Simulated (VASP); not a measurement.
A run of VASP 6.6.1 is set up as follows.

INCAR

```
ALGO = Normal
EDIFF = 1E-7
ENCUT = 520
GGA = PS
ISIF = 2
ISMEAR = 0
LASPH = T
LCHARG = T
LELF = T
LREAL = F
LVHAR = T
LWAVE = F
NBANDS = 32
NELM = 60
PREC = Accurate
SIGMA = 0.15
```

File KPOINTS:

```
k-points
0
Gamma
  12 12 12
```

Contents of POSCAR:

```
Sn3Se
1.0
    0.0000000000      3.6581854746      3.6581854746
    3.6581854746      0.0000000000      3.6581854746
    3.6581854746      3.6581854746      0.0000000000
Sn Se
3 1
Direct
    0.2500000000      0.2500000000      0.2500000000
    0.7500000000      0.7500000000      0.7500000000
    0.5000000000      0.5000000000      0.5000000000
   -0.0461294271      0.0461294271      0.0461294271
```

Potentials or basis: VASP PAW PBE potentials, release 64 (Sn_d, Se).

Run with:

```sh
$ cat potpaw_PBE.64/Sn_d/POTCAR potpaw_PBE.64/Se/POTCAR > POTCAR
$ mpirun -np 1 vasp_std > vasp.out
```

(1) Predict the band gap on the k mesh.

(2) Estimate the largest force.

(3) Estimate the pressure.

## Answers

(1) zero (bands 24 and 25 overlap by 2.12 eV).

(2) 0.426 eV/Å.

(3) 1.1 GPa.

Caveat: the cell differs from its parent crystal (atom 4 (Se) moved +0.338 Å along Cartesian [1 0 0]); the PAW data sets were made with another functional, which shifts forces and pressure a little; spin-orbit coupling is left out, which moves the levels of the heavy elements.
